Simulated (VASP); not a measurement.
# Ti24O47 (a cell with a defect) in VASP: single point with PBEsol

Aim: the single point of Ti24O47 (a cell with a defect) with PBEsol.

Program: VASP 6.6.1. These are calculated values, not measurements. Logs are shortened: lines on timing, memory, paths and dates and some standing lists are left out, and cuts for length are marked.

## (1) The cell of the first run

The cell holds a defect, 71 atoms: a = 9.183 Å, b = 9.183 Å, c = 8.817 Å, α = 90.00°, β = 90.00°, γ = 90.00°.

## (2) Single point, PBEsol

Input file INCAR:

```
SYSTEM = Ti24O47
PREC = Accurate
ENCUT = 520
EDIFF = 1E-6
ISMEAR = -1
SIGMA = 0.05
LREAL = Auto
LASPH = .TRUE.
NELM = 120
ALGO = Normal
ISIF = 2
LWAVE = .FALSE.
LCHARG = .FALSE.
GGA = PS
NELECT = 568.0
ISYM = 0
NBANDS = 326
GGA_COMPAT = .FALSE.
```

Input file KPOINTS:

```
Automatic mesh
0
Gamma
  1 1 1
  0.25 0.25 0.25
```

Input file POSCAR:

```
Ti24O47
1.0
    9.1828280000      0.0000000000      0.0000000000
    0.0000000000      9.1828280000      0.0000000000
    0.0000000000      0.0000000000      8.8166120000
Ti O
24 47
Direct
    0.9914930000      0.0149760000      0.0002980000
    0.0042910000      0.9882310000      0.3299730000
    0.0126810000      0.9964200000      0.6705110000
    0.0014020000      0.4986660000      0.0008650000
    0.0032170000      0.5011270000      0.3337830000
    0.9979670000      0.4989420000      0.6666290000
    0.5034440000      0.0004680000      0.9996450000
    0.5023570000      0.0001670000      0.3343910000
    0.4969420000      0.9980630000      0.6667300000
    0.5170780000      0.4902740000      0.0005900000
    0.4793100000      0.5181880000      0.3141480000
    0.4817260000      0.5207600000      0.6868730000
    0.2513180000      0.2459700000      0.1667810000
    0.2504010000      0.2494740000      0.4983570000
    0.2555780000      0.2548370000      0.8338190000
    0.2463960000      0.7600300000      0.1651490000
    0.2505400000      0.7478860000      0.5009490000
    0.2412990000      0.7550470000      0.8367370000
    0.7511720000      0.2541450000      0.1699280000
    0.7722500000      0.2270940000      0.5004180000
    0.7468340000      0.2499160000      0.8308470000
    0.7509540000      0.7477890000      0.1668720000
    0.7477830000      0.7462470000      0.5017880000
    0.7570660000      0.7543740000      0.8333880000
    0.1505920000      0.1539180000      0.0001480000
    0.1543820000      0.1504190000      0.3336610000
    0.1543660000      0.1501520000      0.6673870000
    0.1506290000      0.6541790000      0.0007540000
    0.1564390000      0.6502570000      0.3332400000
    0.1561170000      0.6498840000      0.6674270000
    0.6504610000      0.1567430000      0.0003240000
    0.6497340000      0.1585570000      0.3386740000
    0.6499560000      0.1580010000      0.6621700000
    0.6554540000      0.6480950000      0.0006220000
    0.6499190000      0.6478050000      0.3356560000
    0.6502630000      0.6480990000      0.6648310000
    0.3521660000      0.3451010000      0.0004330000
    0.3519590000      0.3498000000      0.3359630000
    0.3525310000      0.3501440000      0.6650980000
    0.3459960000      0.8494420000      0.0000090000
    0.3504100000      0.8443030000      0.3332910000
    0.3498330000      0.8440670000      0.6676010000
    0.8432180000      0.3499580000      0.0004700000
    0.8422840000      0.3505710000      0.3385800000
    0.8411860000      0.3511990000      0.6621330000
    0.8470720000      0.8495180000      0.0010520000
    0.8501420000      0.8458980000      0.3334520000
    0.8498530000      0.8458900000      0.6670620000
    0.0978150000      0.4008610000      0.1671500000
    0.0970480000      0.3992930000      0.5007590000
    0.0979130000      0.4006570000      0.8333000000
    0.0962920000      0.9041550000      0.1628920000
    0.1011820000      0.8988820000      0.5003040000
    0.0959990000      0.9039890000      0.8379760000
    0.5946340000      0.4053530000      0.1755980000
    0.5945800000      0.4056090000      0.8253120000
    0.5997590000      0.9022750000      0.1673780000
    0.6008470000      0.9031150000      0.5002790000
    0.5995070000      0.9025060000      0.8337150000
    0.4028620000      0.0970870000      0.1676350000
    0.4011030000      0.0949050000      0.5004400000
    0.4026470000      0.0970480000      0.8330360000
    0.3988660000      0.6001600000      0.1548720000
    0.4092420000      0.5908260000      0.5004130000
    0.3998860000      0.6013810000      0.8460600000
    0.9007850000      0.0994500000      0.1714790000
    0.9090770000      0.0909920000      0.5005200000
    0.9009010000      0.0996870000      0.8293300000
    0.9032880000      0.5976060000      0.1679470000
    0.9053540000      0.5992970000      0.5000950000
    0.9032880000      0.5974970000      0.8331930000
```

Potentials or basis: VASP PAW PBE potentials, release 64 (Ti_sv, O).

Command:

```sh
$ cat potpaw_PBE.64/Ti_sv/POTCAR potpaw_PBE.64/O/POTCAR > POTCAR
$ mpirun -np 1 vasp_std > vasp.out
```

OUTCAR:

```text
SYSTEM = Ti24O47
   PREC = Accurate
   ENCUT = 520
   EDIFF = 1E-6
   ISMEAR = -1
   LREAL = Auto
   LASPH = .TRUE.
   NELM = 120
   ISIF = 2
   GGA = PS
   NELECT = 568.0
   ISYM = 0

 ion  position               nearest neighbor table
   1  0.991  0.015  0.000-  68 1.89  66 1.89  25 1.94  54 2.00  52 2.00  46 2.02   3 2.92   2 2.92

   2  0.004  0.988  0.330-  52 1.87  47 1.93  53 1.93  66 1.97  67 1.98  26 2.03   1 2.92
   3  0.013  0.996  0.671-  54 1.87  27 1.92  53 1.93  67 1.98  68 1.98  48 2.04   1 2.92
   4  0.001  0.499  0.001-  49 1.93  51 1.94  69 1.95  71 1.95  28 1.98  43 1.99
   5  0.003  0.501  0.334-  49 1.94  69 1.94  70 1.94  50 1.95  29 1.96  44 2.02
   6  0.998  0.499  0.667-  70 1.93  71 1.93  50 1.95  51 1.95  45 1.98  30 2.01
   7  0.503  0.000  1.000-  59 1.93  57 1.94  62 1.95  60 1.96  31 1.97  40 2.00
   8  0.502  0.000  0.334-  58 1.94  61 1.94  57 1.94  60 1.95  32 1.99  41 2.00
   9  0.497  0.998  0.667-  61 1.93  62 1.93  58 1.96  59 1.96  42 1.96  33 2.03
  10  0.517  0.490  0.001-  55 1.87  56 1.87  34 1.93  63 2.01  65 2.01  37 2.02  11 2.80  12 2.80

  11  0.479  0.518  0.314-  63 1.76  64 1.89  55 1.92  38 1.95  35 1.98  10 2.80
  12  0.482  0.521  0.687-  65 1.76  64 1.89  56 1.92  36 1.95  39 1.97  10 2.80
  13  0.251  0.246  0.167-  26 1.93  25 1.93  60 1.95  37 1.96  38 2.00  49 2.00
  14  0.250  0.249  0.498-  26 1.93  38 1.94  27 1.96  50 1.97  39 1.97  61 1.98
  15  0.256  0.255  0.834-  37 1.91  39 1.94  51 1.97  62 1.98  25 1.98  27 1.99
  16  0.246  0.760  0.165-  40 1.91  52 1.91  41 1.93  28 1.95  29 1.97  63 2.03  18 2.90
  17  0.251  0.748  0.501-  30 1.93  29 1.93  42 1.94  53 1.95  41 1.95  64 2.05
  18  0.241  0.755  0.837-  28 1.91  54 1.91  40 1.94  30 1.94  42 1.97  65 2.03  16 2.90
  19  0.751  0.254  0.170-  44 1.92  43 1.93  32 1.96  31 1.97  66 1.98  55 2.00
  20  0.772  0.227  0.500-  67 1.77  32 1.92  33 1.92  45 1.93  44 1.93
  21  0.747  0.250  0.831-  33 1.93  31 1.94  45 1.96  43 1.97  68 1.98  56 2.00
  22  0.751  0.748  0.167-  34 1.94  46 1.95  47 1.95  69 1.96  35 1.98  57 1.98
  23  0.748  0.746  0.502-  36 1.92  35 1.94  48 1.96  58 1.97  70 1.98  47 1.98
  24  0.757  0.754  0.833-  48 1.89  46 1.91  71 1.97  59 1.99  34 2.00  36 2.03
  25  0.151  0.154  0.000-  13 1.93   1 1.94  15 1.98
  26  0.154  0.150  0.334-  14 1.93  13 1.93   2 2.03
  27  0.154  0.150  0.667-   3 1.92  14 1.96  15 1.99
  28  0.151  0.654  0.001-  18 1.91  16 1.95   4 1.98
  29  0.156  0.650  0.333-  17 1.93   5 1.96  16 1.97
  30  0.156  0.650  0.667-  17 1.93  18 1.94   6 2.01
[... 39 lines left out ...]
  70  0.905  0.599  0.500-   6 1.93   5 1.94  23 1.98
  71  0.903  0.597  0.833-   6 1.93   4 1.95  24 1.97

IMPORTANT INFORMATION: All symmetrisations will be switched off!
NOSYMM: (Re-)initialisation of all symmetry stuff for point group C_1.

----------------------------------------------------------------------------------------

                                     Primitive cell

  volume of cell :     743.4549

  direct lattice vectors                    reciprocal lattice vectors
[... 220 lines left out ...]
   EFERMI_NEDOS =   21; number of points for ismear=-14 and -15
   IALGO  =     38    algorithm
   IMIX   =      4    mixing-type and parameters
     AMIX     =   0.40;   BMIX     =  1.00
     AMIX_MAG =   1.60;   BMIX_MAG =  1.00
  volume/ion in A,a.u.               =      10.47        70.66
  Fermi-wavevector in a.u.,A,eV,Ry     =   1.496601  2.828166 30.474532  2.239815
  Thomas-Fermi vector in A             =   2.608597
   LORBIT       =      0    0 simple, 1 ext, 2 COOP (PROOUT), +10 PAW based schemes
   GGA     = PS    functional components
   LHFCALC =     F    Hartree Fock is set to
   AEXX    =    0.0000 exact exchange contribution
   IVDW    =     0    specifies the selected vdW correction
   LEPSILON=     F    determine dielectric tensor
   LRPA    =     F    only Hartree local field effects (RPA)
 non-spin polarized calculation
  energy-cutoff  :      520.00
  volume of cell :      743.45
 maximum number of plane-waves:     20027
 NGX is ok and might be reduce to    70
   NGX = 35   NGY = 35   NGZ = 33

 number of electron     568.0000006 magnetization

 Free energy of the ion-electron system (eV)
  ---------------------------------------------------
  ext. energy  EPLUGINS =         0.00000000
  ---------------------------------------------------
  free energy    TOTEN  =      -676.76691072 eV

  energy without entropy =     -676.76691072  energy(sigma->0) =     -676.76691072

 E-fermi :   5.5887     XC(G=0): -11.6193

 val. band max:        4.5197907413   @ k =  -0.2500   0.2500   0.2500
 cond. band min:       6.6864664339   @ k =   0.2500   0.2500   0.2500
 fundamental gap:      2.1666756926
 Fermi energy:         5.5887476733

 k-point     1 :       0.2500    0.2500    0.2500
  band No.  band energies     occupation
      1     -51.9943      2.00000
      2     -51.9894      2.00000
      3     -51.9746      2.00000
      4     -51.9712      2.00000
      5     -51.9410      2.00000
      6     -51.9293      2.00000
[... 1185 lines left out ...]
    295       7.0977      0.00000
    296       7.1500      0.00000
 [bands above 296 left out]

------------------------ aborting loop because EDIFF is reached ----------------------------------------

  FORCE on cell =-STRESS in cart. coord.  units (eV):
  Direction    XX          YY          ZZ          XY          YZ          ZX
  --------------------------------------------------------------------------------------
  -------------------------------------------------------------------------------------
  Total      -18.4626352    -18.4638907     -7.9035468     -9.2508117     -0.0078384     -0.0958252
  in kB      -39.7877740    -39.7904797    -17.0324838    -19.9358976     -0.0168920     -0.2065073
  external PRESSURE =     -32.2035792 kB  Pullay stress =       0.0000000 kB

 VOLUME and BASIS-vectors are now :
 -----------------------------------------------------------------------------
  energy-cutoff  :      520.00
  volume of cell :      743.45
      direct lattice vectors                 reciprocal lattice vectors
     9.182828000  0.000000000  0.000000000     0.108898914  0.000000000  0.000000000
     0.000000000  9.182828000  0.000000000     0.000000000  0.108898914  0.000000000
     0.000000000  0.000000000  8.816612000     0.000000000  0.000000000  0.113422253

 POSITION                                       TOTAL-FORCE (eV/Angst)
 -----------------------------------------------------------------------------------
      9.10471      0.13752      0.00263        -0.014763     -0.018690     -0.001368
      0.03940      9.07476      2.90924         0.004030      0.003027      0.042073
      0.11645      9.14995      5.91164        -0.011862     -0.002661     -0.027136
      0.01287      4.57916      0.00763        -0.022153     -0.011369      0.004557
      0.02954      4.60176      2.94284        -0.003542      0.008899     -0.003196
      9.16416      4.58170      5.87741         0.018917      0.013154      0.008396
[... 63 lines left out ...]
      8.31371      5.50324      4.40914        -0.025992      0.010281      0.003944
      8.29474      5.48671      7.34594        -0.004241      0.022320      0.011165
 -----------------------------------------------------------------------------------
    total drift:                                0.014665     -0.027018      0.009985

  FREE ENERGIE OF THE ION-ELECTRON SYSTEM (eV)
  ---------------------------------------------------
  free  energy   TOTEN  =      -676.7669107248 eV

  energy  without entropy=     -676.7669107228  energy(sigma->0) =     -676.76691072
```

Wall time 25 min (1 thread of Intel Xeon 6975P-C (Granite Rapids), shared host); peak memory 1 GiB.

What came out:

| Item | Value |
| --- | --- |
| Free energy | -676.7669 eV |
| Largest force | 0.133 eV/Å |

Forces on the atoms (eV/Å):
```
Ti  -0.015 -0.019 -0.001
Ti   0.004  0.003  0.042
Ti  -0.012 -0.003 -0.027
Ti  -0.022 -0.011  0.005
Ti  -0.004  0.009 -0.003
Ti   0.019  0.013  0.008
Ti  -0.003 -0.017  0.010
Ti   0.009 -0.005 -0.028
Ti   0.036  0.004  0.016
Ti  -0.027  0.007 -0.013
Ti   0.042 -0.024  0.082
Ti   0.023 -0.044 -0.092
Ti   0.021  0.015 -0.008
Ti  -0.006 -0.020 -0.004
Ti   0.006 -0.028  0.010
Ti   0.002 -0.030  0.003
Ti   0.033 -0.026 -0.003
Ti   0.012 -0.029  0.002
Ti  -0.015  0.008  0.012
Ti  -0.074  0.071 -0.005
Ti  -0.025 -0.002 -0.011
Ti  -0.003  0.005 -0.001
Ti   0.020  0.040  0.015
Ti  -0.050 -0.007 -0.001
O    0.014 -0.042 -0.017
O   -0.038 -0.010  0.002
O   -0.014  0.006  0.010
O   -0.013 -0.009  0.008
O   -0.026 -0.034 -0.007
O   -0.040 -0.032  0.011
O   -0.019 -0.012  0.006
O   -0.041 -0.027 -0.004
O   -0.065 -0.026  0.006
O   -0.028  0.016 -0.007
O   -0.005 -0.064  0.019
O    0.009 -0.043 -0.005
O    0.005  0.046  0.007
O    0.037 -0.017  0.024
O    0.055  0.010 -0.034
O    0.043  0.046  0.000
O    0.017  0.018  0.013
O    0.019  0.010 -0.008
O    0.033  0.039 -0.011
O    0.021  0.040  0.021
O    0.028  0.011 -0.014
O    0.055  0.023  0.006
O   -0.008  0.019  0.002
O    0.013  0.038 -0.040
O    0.017 -0.024  0.003
O    0.013 -0.002 -0.002
O    0.003 -0.005 -0.003
O    0.017  0.001 -0.044
O    0.016 -0.012  0.002
O    0.010 -0.005  0.041
O    0.032 -0.023  0.006
O    0.040 -0.039  0.004
O    0.007 -0.003 -0.004
O    0.003 -0.027  0.000
O    0.017 -0.017 -0.011
O   -0.015 -0.003 -0.001
O   -0.021  0.031 -0.004
O   -0.016  0.023  0.006
O   -0.053  0.068 -0.102
O   -0.031  0.030  0.006
O   -0.053  0.059  0.104
O   -0.009  0.019  0.010
O    0.051 -0.043 -0.008
O   -0.011  0.017 -0.009
O   -0.006  0.002 -0.006
O   -0.026  0.010  0.004
O   -0.004  0.022  0.011
```

Caveat: the cell carries a net charge on a neutralising background, which shifts energy and pressure; the cell is charged against a uniform background, so pressure and absolute levels hang on convention; the PAW data sets were made with another functional, which shifts forces and pressure a little.
